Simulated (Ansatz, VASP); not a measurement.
MoS2: VASP beside Ansatz

The input INCAR:

```
PREC = Accurate
ENCUT = 400
EDIFF = 1E-8
ISMEAR = -1
SIGMA = 0.02
LREAL = False
LASPH = True
NELM = 200
ALGO = Normal
ISIF = 2
LWAVE = False
LCHARG = False
ISPIN = 2
MAGMOM = 2 2 0 0 0 0
LORBIT = 11
LMAXMIX = 4
LEFG = True
NBANDS = 39
GGA_COMPAT = False
```

KPOINTS

```
regular mesh
0
Gamma
  11 11 3
```

Contents of POSCAR:

```
MoS2
1.0
    3.1690000000      0.0000000000      0.0000000000
   -1.5845000000      2.7444345046      0.0000000000
    0.0000000000      0.0000000000     12.3240000000
Mo S
2 4
Direct
    0.3333333333      0.6666666667      0.2500000000
    0.6666666667      0.3333333333      0.7500000000
    0.3333333333      0.6666666667      0.6232737302
    0.6666666667      0.3333333333      0.1232737302
    0.3333333333      0.6666666667      0.8767262698
    0.6666666667      0.3333333333      0.3767262698
```

Input for Ansatz:

```yaml
crystal:
  lattice:
    - [3.169, 0.0, 0.0]
    - [-1.5845, 2.7444345046, 0.0]
    - [0.0, 0.0, 12.324]
  atoms:
    - { symbol: Mo, position: [0.3333333333, 0.6666666667, 0.25], spin: 2.0 }
    - { symbol: Mo, position: [0.6666666667, 0.3333333333, 0.75], spin: 2.0 }
    - { symbol: S, position: [0.3333333333, 0.6666666667, 0.6232737302] }
    - { symbol: S, position: [0.6666666667, 0.3333333333, 0.1232737302] }
    - { symbol: S, position: [0.3333333333, 0.6666666667, 0.8767262698] }
    - { symbol: S, position: [0.6666666667, 0.3333333333, 0.3767262698] }
magnetization:
  spin_polarized: true
kpoints:
  mp_grid: { grid: [11, 11, 3] }
scf:
  occupations: { method: fermi_dirac, width: 0.02 }
hamiltonian:
  xc: lda
  pseudopotentials: { kind: paw }
output:
  forces: true
  stress: true
  populations: true
  efg:
    quadrupole_moments_barn: { Mo: -0.022, S: -0.0694 }
    contact_densities: true
  write_density: true
  write_potential: true
  elf: true
  volumetric_format: npy
```

Alike in both runs: task electric field gradients; functional LDA; k mesh 11 × 11 × 3; occupations fermi-dirac, width 0.02 eV; collinear spin.

```csv
,VASP,Ansatz
version,VASP 6.6.1,Ansatz 0.2.0
potentials or method,"VASP PAW LDA potentials, release 64 (Mo_sv, S)","plane-wave PAW, scalar-relativistic"
plane-wave cutoff (eV),400,420
valence electrons in the cell,52,52
```

Ansatz gave:

* gap on the k mesh at the Fermi level (eV): 0.80
* pressure (GPa): -5.4
* traceless stress, the component that is largest in VASP (GPa): 0.55
* rms of the force components (eV/Å): 0.197
* net moment per atom (μB): 0.00
* size of Vzz on the site where it differs most (V/Å²): 77.3

Task: Which values does VASP return?

Result: gap on the k mesh at the Fermi level (eV): 0.81; pressure (GPa): -5.4; traceless stress, the component that is largest in VASP (GPa): 0.53; rms of the force components (eV/Å): 0.189; net moment per atom (μB): 0.00; size of Vzz on the site where it differs most (V/Å²): 82.0.

LDA's correlation is that of Perdew and Zunger in VASP and of Perdew and Wang (1992) in Ansatz. Atom by atom the forces differ by 0.008 eV/Å (rms over components). Ansatz's warnings: seeded moment not kept.
